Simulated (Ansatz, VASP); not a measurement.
One calculation of TiTe2, two programs

File INCAR:

```
SYSTEM = TiTe2
ALGO     = Normal         ! electronic algorithm
EDIFF    = 1E-6           ! SCF threshold, eV
ENCUT    = 520            ! plane-wave cutoff, eV
GGA      = PE             ! functional
ISIF     = 2              ! what is computed and relaxed
ISMEAR   = -1             ! smearing method
LASPH    = .True.         ! aspherical terms in the spheres
LCHARG   = .False.        ! write CHGCAR
LREAL    = .False.        ! projectors in reciprocal space
LWAVE    = .False.        ! write WAVECAR
NBANDS   = 19             ! bands
NELM     = 80             ! most SCF steps
PREC     = Accurate       ! precision mode
SIGMA    = 0.05           ! smearing width, eV
```

Contents of KPOINTS:

```
k-points
0
Gamma
  11 11 6
  0 0 0
```

Contents of POSCAR:

```
TiTe2
1.0
    3.7702534429      0.0000000000      0.0000000000
   -1.8851267214      3.2651352602      0.0000000000
    0.0000000000      0.0000000000      6.8730229090
Ti Te
1 2
Direct
    0.0000000000      0.0000000000      0.0000000000
    0.6666666667      0.3333333333      0.2516574812
    0.3333333333      0.6666666667      0.7483425188
```

Input for Ansatz:

```yaml
crystal:
  lattice:
    - [3.7702534429, 0.0, 0.0]
    - [-1.8851267214, 3.2651352602, 0.0]
    - [0.0, 0.0, 6.873022909]
  atoms:
    - { symbol: Ti, position: [0.0, 0.0, 0.0] }
    - { symbol: Te, position: [0.6666666667, 0.3333333333, 0.2516574812] }
    - { symbol: Te, position: [0.3333333333, 0.6666666667, 0.7483425188] }
kpoints:
  mp_grid: { grid: [11, 11, 6] }
  band_path:
    path:
      - [0.0, 0.0, 0.0]
      - [0.5, 0.0, 0.0]
      - [0.3333333333, 0.3333333333, 0.0]
      - [0.0, 0.0, 0.0]
      - [0.0, 0.0, 0.5]
      - [0.5, 0.0, 0.5]
      - [0.3333333333, 0.3333333333, 0.5]
      - [0.0, 0.0, 0.5]
      - [0.5, 0.0, 0.5]
    npoints: 14
scf:
  occupations: { method: fermi_dirac, width: 0.05 }
hamiltonian:
  xc: pbe
  pseudopotentials: { kind: all_electron, lapw: { basis_error: 0.0005 } }
output:
  forces: true
  stress: true
  eigenvalues: true
  populations: true
```

Alike in both runs: task single point; functional PBE; k mesh 11 × 11 × 6; occupations fermi-dirac, width 0.05 eV; no spin polarisation.

```csv
,VASP,Ansatz
version,VASP 6.6.1,Ansatz 0.2.0
potentials or method,"VASP PAW PBE potentials, release 64 (Ti_sv, Te), cutoff 520 eV","all-electron LAPW, scalar-relativistic"
```

Ansatz gave:

```
pressure (GPa)                     : 0.0
rms of the force components (eV/Å) : 0.001
```

Problem. Which values does VASP return?

Solution. Pressure (GPa): 0.0; rms of the force components (eV/Å): 0.004.

Atom by atom the forces differ by 0.005 eV/Å (rms over components). Ansatz ran all-electron here, and VASP with PAW potentials.

Neither program's run includes spin-orbit coupling.
